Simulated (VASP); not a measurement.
# TiN: single point with r2SCAN

Crystal: TiN.

```
Ti N
1.0
     0.00000    2.11900    2.11900
     2.11900    0.00000    2.11900
     2.11900    2.11900    0.00000
Ti N
1 1
Direct
  0.00000 0.00000 0.00000
  0.50000 0.50000 0.50000
```

```
Program             : VASP 6.6.1
Task                : single point
Functional          : r2SCAN
Potentials or basis : VASP PAW PBE potentials, release 64 (Ti_sv, N)
Cutoff              : 520 eV
k mesh              : 9 × 9 × 9
Occupations         : methfessel-paxton, width 0.1 eV
Spin                : no spin polarisation
```

The pressure is 0.3 GPa. The band gap on the k mesh is zero (an odd number of electrons rules out a gap without spin polarisation).

Levels at points of the mesh, in eV from the Fermi level:
| k point | band 6 | band 7 | band 8 | band 9 | band 10 | band 11 | band 12 | band 13 |
| --- | --- | --- | --- | --- | --- | --- | --- | --- |
| (0.00, 0.00, 0.00) | -2.33 | -2.33 | -2.33 | -0.57 | -0.57 | -0.57 | 0.64 | 0.64 |

Run time: 40 s on 1 thread of Intel(R) Xeon(R) Platinum 8259CL CPU @ 2.50GHz (Skylake/Cascade Lake), with other jobs on the host, peak memory 0.15 GiB.

Caveat: the PAW data sets were made with another functional, which shifts forces and pressure a little; an odd number of electrons without spin polarisation forces a metal; a magnetic or distorted state may lie lower.
